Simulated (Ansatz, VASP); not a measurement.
## CdS in VASP and in Ansatz

File POSCAR:

```
CdS
1.0
    0.0000000000      2.9165000000      2.9165000000
    2.9165000000      0.0000000000      2.9165000000
    2.9165000000      2.9165000000      0.0000000000
Cd S
1 1
Direct
    0.0000000000      0.0000000000      0.0000000000
    0.7500000000      0.7500000000      0.7500000000
```

File INCAR.step1:

```
SYSTEM = CdS
ALGO     = Normal         ! electronic algorithm
EDIFF    = 1E-5           ! SCF threshold, eV
ENCUT    = 520            ! plane-wave cutoff, eV
GGA      = PE             ! functional
ISIF     = 2              ! what is computed and relaxed
ISMEAR   = -1             ! smearing method
LASPH    = .TRUE.         ! aspherical terms in the spheres
LCHARG   = .FALSE.        ! write CHGCAR
LREAL    = .FALSE.        ! projectors in reciprocal space
LWAVE    = .TRUE.         ! write WAVECAR
NBANDS   = 16             ! bands
NELM     = 100            ! most SCF steps
PREC     = Accurate       ! precision mode
SIGMA    = 0.05           ! smearing width, eV
```

INCAR.step2

```
SYSTEM = CdS
ALGO     = Normal         ! electronic algorithm
EDIFF    = 1E-7           ! SCF threshold, eV
ENCUT    = 520            ! plane-wave cutoff, eV
GGA      = PE             ! functional
HFSCREEN = 0.2079         ! screening, 1/A
ISIF     = 2              ! what is computed and relaxed
ISMEAR   = -1             ! smearing method
ISTART   = 1            
LASPH    = .TRUE.         ! aspherical terms in the spheres
LCHARG   = .FALSE.        ! write CHGCAR
LHFCALC  = .TRUE.         ! exact exchange
LREAL    = .FALSE.        ! projectors in reciprocal space
LWAVE    = .FALSE.        ! write WAVECAR
NBANDS   = 16             ! bands
NELM     = 100            ! most SCF steps
PREC     = Accurate       ! precision mode
PRECFOCK = Normal       
SIGMA    = 0.05           ! smearing width, eV
```

File KPOINTS:

```
k-points
0
G
  5 5 5
  0 0 0
```

File input.yaml:

```yaml
crystal:
  lattice:
    - [0.0, 2.9165, 2.9165]
    - [2.9165, 0.0, 2.9165]
    - [2.9165, 2.9165, 0.0]
  atoms:
    - { symbol: Cd, position: [0.0, 0.0, 0.0] }
    - { symbol: S, position: [0.75, 0.75, 0.75] }
hamiltonian:
  xc: hse06
  pseudopotentials: { kind: paw }
kpoints:
  mp_grid: { grid: [5, 5, 5] }
scf:
  occupations: { method: fermi_dirac, width: 0.05 }
  n_extra_bands: 6
output:
  forces: true
  stress: true
  eigenvalues: true
  dos: { projected: true, de: 0.05 }
  write_density: true
  write_potential: true
  elf: true
  volumetric_format: npy
```

Alike in both runs: functional HSE06; k mesh 5 × 5 × 5; occupations fermi-dirac, width 0.05 eV; no spin polarisation.

|  | VASP | Ansatz |
| --- | --- | --- |
| version | VASP 6.6.1 | Ansatz 0.2.0 |
| potentials or method | VASP PAW PBE potentials, release 64 (Cd, S) | Ansatz PAW |
| plane-wave cutoff (eV) | 520 | 420 |
| valence electrons in the cell | 18 | 26 |
| task | single point | projected density of states |

```csv
,VASP,Ansatz,Ansatz less VASP
gap on the k mesh at the Fermi level (eV),2.17,2.17,-0.005
least direct gap on the mesh (eV),2.17,2.17,-0.005
pressure (GPa),2.1,1.7,-0.33
```

VASP's potentials hold 18 valence electrons a cell and Ansatz's 26, so a difference there can come from the potentials and not from the codes.

Noted on Ansatz's run: odd divisions of the mesh miss points on the zone boundary, where band edges often lie, so the gap on the mesh can be too wide.
